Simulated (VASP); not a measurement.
Input of a VASP 6.6.1 run:

Contents of POSCAR:

```
MgSe
1.0
    0.0000000000      2.6804114708      2.6804114708
    2.6804114708      0.0000000000      2.6804114708
    2.6804114708      2.6804114708      0.0000000000
Mg Se
1 1
Direct
    0.0000000000      0.0000000000      0.0000000000
    0.5000000000      0.5000000000      0.5000000000
```

INCAR.step1

```
SYSTEM = MgSe
ALGO = Normal
EDIFF = 1E-5
ENCUT = 660
GGA = PE
GGA_COMPAT = .False.
ISMEAR = 0
LASPH = .True.
LCHARG = .False.
LREAL = .False.
LWAVE = .True.
NBANDS = 11
NELM = 120
PREC = Accurate
SIGMA = 0.01
```

The input INCAR.step2:

```
SYSTEM = MgSe
ALGO = Normal
EDIFF = 1E-6
ENCUT = 660
GGA_COMPAT = .False.
ISIF = 2
ISMEAR = 0
ISTART = 1
LASPH = .True.
LCHARG = .False.
LMIXTAU = .True.
LREAL = .False.
LWAVE = .False.
METAGGA = R2SCAN
NBANDS = 11
NELM = 120
PREC = Accurate
SIGMA = 0.01
```

Contents of KPOINTS:

```
k-points
0
Gamma
  6 6 6
  0 0 0
```

Potentials or basis: VASP PAW PBE potentials, release 64 (Mg, Se).

Run with:

```console
$ cat potpaw_PBE.64/Mg/POTCAR potpaw_PBE.64/Se/POTCAR > POTCAR
$ cp INCAR.step1 INCAR
$ mpirun -np 1 vasp_std > vasp.out
$ cp INCAR.step2 INCAR
$ mpirun -np 1 vasp_std > vasp.out
```

(1) Predict the band gap on the k mesh.

(2) Predict the pressure.

Results:

(1) 2.55 eV, indirect (least direct gap 3.87 eV).

(2) 4.3 GPa.

Caveat: the PAW data sets were made with another functional, which shifts forces and pressure a little.
